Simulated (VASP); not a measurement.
# LiCl (F-43m) in VASP: further runs

The runs below take LiCl through single point, with PBE, r2SCAN.

Program: VASP 6.6.1. These are calculated values, not measurements. Logs are shortened: lines on timing, memory, paths and dates and some standing lists are left out, and cuts for length are marked.

### 1 The cell of the first run

The structure is cubic, space group F-43m (No. 216). Conventional cell: a = 5.623 Å, b = 5.623 Å, c = 5.623 Å, α = 90.00°, β = 90.00°, γ = 90.00°. Within 3.2 Å of Li (site symmetry -43m) lie 4 Cl at 2.43 Å. Cl (site symmetry -43m) has 4 Li at 2.43 Å within 3.2 Å.

### 2 Single point, PBE (volume changed by +6%)

INCAR

```
SYSTEM = LiCl
  ALGO = Normal
  EDIFF = 1E-7
  ENCUT = 520
  GGA = PE
  ISIF = 2
  ISMEAR = 0
  LASPH = .True.
  LCHARG = .False.
  LREAL = .False.
  LWAVE = .False.
  NBANDS = 12
  NELM = 60
  PREC = Accurate
  SIGMA = 0.01
```

KPOINTS

```
k-points
0
Gamma
  6 6 6
  0 0 0
```

POSCAR

```
LiCl
1.0
    0.0000000000      2.8115009939      2.8115009939
    2.8115009939      0.0000000000      2.8115009939
    2.8115009939      2.8115009939      0.0000000000
Li Cl
1 1
Direct
    0.0000000000      0.0000000000      0.0000000000
    0.2500000000      0.2500000000      0.2500000000
```

Potentials or basis: VASP PAW PBE potentials, release 64 (Li_sv, Cl).

Launch:

```console
$ cat potpaw_PBE.64/Li_sv/POTCAR potpaw_PBE.64/Cl/POTCAR > POTCAR
$ mpirun -np 1 vasp_std > vasp.out
```

OUTCAR:

```text
SYSTEM = LiCl
   EDIFF = 1E-7
   ENCUT = 520
   GGA = PE
   ISIF = 2
   ISMEAR = 0
   LASPH = .True.
   LREAL = .False.
   NELM = 60
   PREC = Accurate

 ion  position               nearest neighbor table
   1  0.000  0.000  0.000-   2 2.43   2 2.43   2 2.43   2 2.43
   2  0.250  0.250  0.250-   1 2.43   1 2.43   1 2.43   1 2.43

  LATTYP: Found a face centered cubic cell.
 ALAT       =     5.6230019878

  Lattice vectors:

 A1 = (   0.0000000000,   2.8115009939,   2.8115009939)
 A2 = (   2.8115009939,   0.0000000000,   2.8115009939)
 A3 = (   2.8115009939,   2.8115009939,   0.0000000000)

Analysis of symmetry for initial positions (statically):
=====================================================================
 Subroutine PRICEL returns:
 Original cell was already a primitive cell.

 Routine SETGRP: Setting up the symmetry group for a
 face centered cubic supercell.

 Subroutine GETGRP returns: Found 24 space group operations
 (whereof 24 operations were pure point group operations)
 out of a pool of 48 trial point group operations.

The static configuration has the point symmetry T_d .

Analysis of symmetry for dynamics (positions and initial velocities):
=====================================================================
 Subroutine PRICEL returns:
 Original cell was already a primitive cell.

 Routine SETGRP: Setting up the symmetry group for a
 face centered cubic supercell.

 Subroutine GETGRP returns: Found 24 space group operations
 (whereof 24 operations were pure point group operations)
 out of a pool of 48 trial point group operations.

The dynamic configuration has the point symmetry T_d .

 Subroutine INISYM returns: Found 24 space group operations
 (whereof 24 operations are pure point group operations),
 and found     1 'primitive' translations

----------------------------------------------------------------------------------------

                                     Primitive cell

  volume of cell :      44.4472

  direct lattice vectors                    reciprocal lattice vectors
     0.000000000  2.811500994  2.811500994    -0.177840947  0.177840947  0.177840947
     2.811500994  0.000000000  2.811500994     0.177840947 -0.177840947  0.177840947
     2.811500994  2.811500994  0.000000000     0.177840947  0.177840947 -0.177840947

  length of vectors
     3.976062836  3.976062836  3.976062836     0.308029556  0.308029556  0.308029556

  position of ions in fractional coordinates (direct lattice)
     0.000000000  0.000000000  0.000000000
     0.250000000  0.250000000  0.250000000

  ion indices of the primitive-cell ions
   primitive index   ion index
                 1           1
                 2           2

----------------------------------------------------------------------------------------

 KPOINTS: k-points

Automatic generation of k-mesh.
 Grid dimensions read from file:
 generate k-points for:    6    6    6

 Generating k-lattice:

  Cartesian coordinates                     Fractional coordinates (reciprocal lattice)
    -0.029640158  0.029640158  0.029640158     0.166666667  0.000000000  0.000000000
     0.029640158 -0.029640158  0.029640158     0.000000000  0.166666667  0.000000000
     0.029640158  0.029640158 -0.029640158     0.000000000  0.000000000  0.166666667

  Length of vectors
     0.051338259  0.051338259  0.051338259

  Shift w.r.t. Gamma in fractional coordinates (k-lattice)
     0.000000000  0.000000000  0.000000000

 Subroutine IBZKPT returns following result:
 ===========================================

 Found     16 irreducible k-points:

 Following reciprocal coordinates:
            Coordinates               Weight
  0.000000  0.000000  0.000000      1.000000
  0.166667  0.000000  0.000000      8.000000
  0.333333  0.000000  0.000000      8.000000
  0.500000  0.000000  0.000000      4.000000
  0.166667  0.166667  0.000000      6.000000
  0.333333  0.166667  0.000000     24.000000
[... 8 lines left out ...]
 -0.333333  0.333333  0.166667     24.000000
 -0.333333  0.500000  0.166667     12.000000
   k-points           NKPTS =     16   k-points in BZ     NKDIM =     16   number of bands    NBANDS=     12
   number of dos      NEDOS =    301   number of ions     NIONS =      2
   total plane-waves  NPLWV =  27000
   dimension x,y,z NGX =    30 NGY =   30 NGZ =   30
   dimension x,y,z NGXF=    60 NGYF=   60 NGZF=   60
   ions per type =               1   1
   NGX,Y,Z   is equivalent  to a cutoff of  12.54, 12.54, 12.54 a.u.
   NGXF,Y,Z  is equivalent  to a cutoff of  25.09, 25.09, 25.09 a.u.
 SYSTEM =  LiCl
   PREC   = accura    normal or accurate (medium, high low for compatibility)
   ISTART =      0    job   : 0-new  1-cont  2-samecut
   ICHARG =      2    charge: 1-file 2-atom 10-const
   ISPIN  =      1    spin polarized calculation?
   LNONCOLLINEAR =      F non collinear calculations
   LSORBIT =      F    spin-orbit coupling
   LASPH  =      T    aspherical Exc in radial PAW
   ENCUT  =  520.0 eV  38.22 Ry    6.18 a.u.   7.39  7.39  7.39*2*pi/ulx,y,z
   NELM   =     60;   NELMIN=  2; NELMDL= -5     # of ELM steps
   EDIFF  = 0.1E-06   stopping-criterion for ELM
   LREAL  =      F    real-space projection
   EDIFFG = 0.1E-05   stopping-criterion for IOM
   NSW    =      0    number of steps for IOM
   IBRION =     -1    ionic relax: 0-MD 1-quasi-New 2-CG
   NFREE  =      0    steps in history (QN), initial steepest desc. (CG)
   ISIF   =      2    stress and relaxation
   ISYM   =      2    0-nonsym 1-usesym 2-fastsym
   POTIM  = 0.5000    time-step for ionic-motion
   TEBEG  =    0.0;   TEEND  =   0.0 temperature during run
   PSTRESS=    0.0 pullay stress
   NELECT =      10.0000    total number of electrons
   NUPDOWN=      -1.0000    fix difference up-down
   EMIN   =  10.00;   EMAX   =-10.00  energy-range for DOS
   EFERMI =   0.00;   METHOD = LEGACY
   ISMEAR =     0;   SIGMA  =   0.01  broadening in eV -4-tet -1-fermi 0-gaus
   EFERMI_NEDOS =   21; number of points for ismear=-14 and -15
   IALGO  =     38    algorithm
   IMIX   =      4    mixing-type and parameters
     AMIX     =   0.40;   BMIX     =  1.00
     AMIX_MAG =   1.60;   BMIX_MAG =  1.00
  volume/ion in A,a.u.               =      22.22       149.97
  Fermi-wavevector in a.u.,A,eV,Ry     =   0.995696  1.881592 13.488948  0.991410
  Thomas-Fermi vector in A             =   2.127733
   LORBIT       =      0    0 simple, 1 ext, 2 COOP (PROOUT), +10 PAW based schemes
   GGA     = PE    functional components
   LHFCALC =     F    Hartree Fock is set to
   AEXX    =    0.0000 exact exchange contribution
   IVDW    =     0    specifies the selected vdW correction
   LEPSILON=     F    determine dielectric tensor
   LRPA    =     F    only Hartree local field effects (RPA)
 non-spin polarized calculation
 Gauss-broadening in eV      SIGMA  =   0.01
  energy-cutoff  :      520.00
  volume of cell :       44.45
 maximum number of plane-waves:      1243
 NGX is ok and might be reduce to    30
   NGX = 15   NGY = 15   NGZ = 15

 number of electron      10.0000005 magnetization

 Free energy of the ion-electron system (eV)
  ---------------------------------------------------
  ext. energy  EPLUGINS =         0.00000000
  ---------------------------------------------------
  free energy    TOTEN  =        -7.41751625 eV

  energy without entropy =       -7.41751625  energy(sigma->0) =       -7.41751625

 E-fermi :  -1.3980     XC(G=0):  -7.3947

 val. band max:       -1.6039598168   @ k =   0.0000   0.0000   0.0000
 cond. band min:       4.1656793674   @ k =   0.0000   0.0000   0.0000
 fundamental gap:      5.7696391842
 Fermi energy:        -1.3979611162

 k-point     1 :       0.0000    0.0000    0.0000
  band No.  band energies     occupation
      1     -44.6547      2.00000
      2     -14.1623      2.00000
      3      -1.6040      2.00000
      4      -1.6040      2.00000
      5      -1.6040      2.00000
      6       4.1657      0.00000
      7       8.4545      0.00000
      8       8.4545      0.00000
      9       8.4545      0.00000
     10      12.6802      0.00000
     11      12.6802      0.00000
     12      15.5836      0.00000

 k-point     2 :       0.1667    0.0000    0.0000
  band No.  band energies     occupation
      1     -44.6544      2.00000
      2     -14.1053      2.00000
      3      -2.1376      2.00000
      4      -1.6708      2.00000
      5      -1.6708      2.00000
      6       4.8131      0.00000
      7       8.5412      0.00000
      8       8.6987      0.00000
      9       8.6987      0.00000
     10      12.0207      0.00000
     11      12.0207      0.00000
     12      14.3838      0.00000

 k-point     3 :       0.3333    0.0000    0.0000
  band No.  band energies     occupation
      1     -44.6538      2.00000
      2     -13.9863      2.00000
      3      -3.0071      2.00000
      4      -1.7970      2.00000
      5      -1.7970      2.00000
      6       5.9682      0.00000
      7       8.6334      0.00000
      8       8.7690      0.00000
      9       8.7690      0.00000
     10      12.5166      0.00000
     11      12.5166      0.00000
     12      14.0368      0.00000

 k-point     4 :       0.5000    0.0000    0.0000
  band No.  band energies     occupation
      1     -44.6536      2.00000
      2     -13.9241      2.00000
      3      -3.3828      2.00000
      4      -1.8567      2.00000
      5      -1.8567      2.00000
      6       6.5167      0.00000
      7       8.6254      0.00000
      8       8.6254      0.00000
      9       8.6775      0.00000
     10      14.1527      0.00000
     11      14.1527      0.00000
     12      14.2204      0.00000

 k-point     5 :       0.1667    0.1667    0.0000
  band No.  band energies     occupation
      1     -44.6543      2.00000
      2     -14.0866      2.00000
      3      -2.0840      2.00000
      4      -1.8026      2.00000
      5      -1.8026      2.00000
      6       4.9519      0.00000
      7       8.3777      0.00000
      8       9.0127      0.00000
      9       9.0127      0.00000
     10      10.5090      0.00000
     11      13.0868      0.00000
     12      16.1983      0.00000
[... 108 lines left out ...]
      1     -44.6533      2.00000
      2     -13.8501      2.00000
      3      -3.0552      2.00000
      4      -2.3313      2.00000
      5      -2.3313      2.00000
      6       5.0674      0.00000
      7       7.9541      0.00000
      8      11.1121      0.00000
      9      11.7338      0.00000
     10      11.7338      0.00000
     11      14.9645      0.00000
     12      15.0875      0.00000

 k-point    14 :       0.5000    0.3333    0.1667
  band No.  band energies     occupation
      1     -44.6536      2.00000
      2     -13.9081      2.00000
      3      -2.9354      2.00000
      4      -2.3570      2.00000
      5      -2.0547      2.00000
      6       6.3250      0.00000
      7       8.1237      0.00000
      8       8.9743      0.00000
      9      10.1856      0.00000
     10      11.2107      0.00000
     11      14.0523      0.00000
     12      14.8574      0.00000

 k-point    15 :      -0.3333    0.3333    0.1667
  band No.  band energies     occupation
      1     -44.6534      2.00000
      2     -13.8668      2.00000
      3      -3.0165      2.00000
      4      -2.5061      2.00000
      5      -2.1844      2.00000
      6       6.7467      0.00000
      7       7.8737      0.00000
      8       9.6228      0.00000
      9      10.0455      0.00000
     10      11.3060      0.00000
     11      13.8190      0.00000
     12      14.6717      0.00000

 k-point    16 :      -0.3333    0.5000    0.1667
  band No.  band energies     occupation
      1     -44.6533      2.00000
      2     -13.8480      2.00000
      3      -2.9138      2.00000
      4      -2.5098      2.00000
      5      -2.4200      2.00000
      6       5.9653      0.00000
      7       8.5834      0.00000
      8       9.6493      0.00000
      9      10.2680      0.00000
     10      11.8814      0.00000
     11      14.3585      0.00000
     12      14.9580      0.00000

------------------------ aborting loop because EDIFF is reached ----------------------------------------

  FORCE on cell =-STRESS in cart. coord.  units (eV):
  Direction    XX          YY          ZZ          XY          YZ          ZX
  --------------------------------------------------------------------------------------
  -------------------------------------------------------------------------------------
  Total       -0.3661280     -0.3661280     -0.3661280      0.0000000      0.0000000      0.0000000
  in kB      -13.1977155    -13.1977155    -13.1977155      0.0000000      0.0000000      0.0000000
  external PRESSURE =     -13.1977155 kB  Pullay stress =       0.0000000 kB

 VOLUME and BASIS-vectors are now :
 -----------------------------------------------------------------------------
  energy-cutoff  :      520.00
  volume of cell :       44.45
      direct lattice vectors                 reciprocal lattice vectors
     0.000000000  2.811500994  2.811500994    -0.177840947  0.177840947  0.177840947
     2.811500994  0.000000000  2.811500994     0.177840947 -0.177840947  0.177840947
     2.811500994  2.811500994  0.000000000     0.177840947  0.177840947 -0.177840947

 POSITION                                       TOTAL-FORCE (eV/Angst)
 -----------------------------------------------------------------------------------
      0.00000      0.00000      0.00000        -0.000000     -0.000000      0.000000
      1.40575      1.40575      1.40575         0.000000      0.000000     -0.000000
 -----------------------------------------------------------------------------------
    total drift:                                0.000000      0.000000      0.000000

  FREE ENERGIE OF THE ION-ELECTRON SYSTEM (eV)
  ---------------------------------------------------
  free  energy   TOTEN  =        -7.4175162482 eV

  energy  without entropy=       -7.4175162482  energy(sigma->0) =       -7.41751625
```

It took 15 s on 1 thread of AMD EPYC 7R13, shared host; peak memory 0.13 GiB.

What came out:

* Free energy: -7.4175 eV
* Band gap on the k mesh: 5.77 eV, direct

Levels at points of the mesh, in eV from the valence-band top:
```tsv
k point	band 1	band 2	band 3	band 4	band 5	band 6	band 7	band 8	band 9	band 10
(0.00, 0.00, 0.00)	-43.05	-12.56	0.00	0.00	0.00	5.77	10.06	10.06	10.06	14.28
(0.50, 0.00, 0.00)	-43.05	-12.32	-1.78	-0.25	-0.25	8.12	10.23	10.23	10.28	15.76
(0.50, 0.50, 0.00)	-43.05	-12.25	-1.45	-0.73	-0.73	6.67	9.56	12.72	13.34	13.34
```

Caveat: the cutoff is under 1.25 times the usual one of these potentials, so pressure, stress and relaxed cells hold a basis-set (Pulay) error.

(Continued in part 2 of 2.)
